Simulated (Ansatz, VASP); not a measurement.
## Two plane-wave programs on Ca

```
Ca
1.0
     2.08101   -3.58451    0.00000
     2.08101    3.58451    0.00000
     0.00000    0.00000    5.84074
Ca
2
Cartesian
  2.0810 -2.4058 1.4602
  2.0810 2.4058 4.3806
```

Alike in both runs: task single point; functional PBEsol; k mesh 16 × 16 × 8; occupations gaussian, width 0.15 eV; no spin polarisation.

|  | VASP | Ansatz |
| --- | --- | --- |
| version | VASP 6.6.1 | Ansatz 0.2.0 |
| potentials or method | VASP PAW PBE potentials, release 64 (Ca_sv), cutoff 520 eV | scalar-relativistic, plane waves, PAW |
| valence electrons in the cell | 20 | 20 |

```tsv
	VASP	Ansatz	Ansatz less VASP
gap on the k mesh at the Fermi level (eV)	none	none	-
pressure (GPa)	-0.8	-0.8	0.00
traceless stress, the component that is largest in VASP (GPa)	2.26	2.26	-0.004
rms of the force components (eV/Å)	0.018	0.018	0.0000
```

VASP's potentials were made for PBE, not for PBEsol. Atom by atom the forces differ by 0.000 eV/Å (rms over components). A gap of «none» marks a metal or a gap that the smearing closes. With one functional, cell and mesh, what is left measures potentials, basis and numerics.
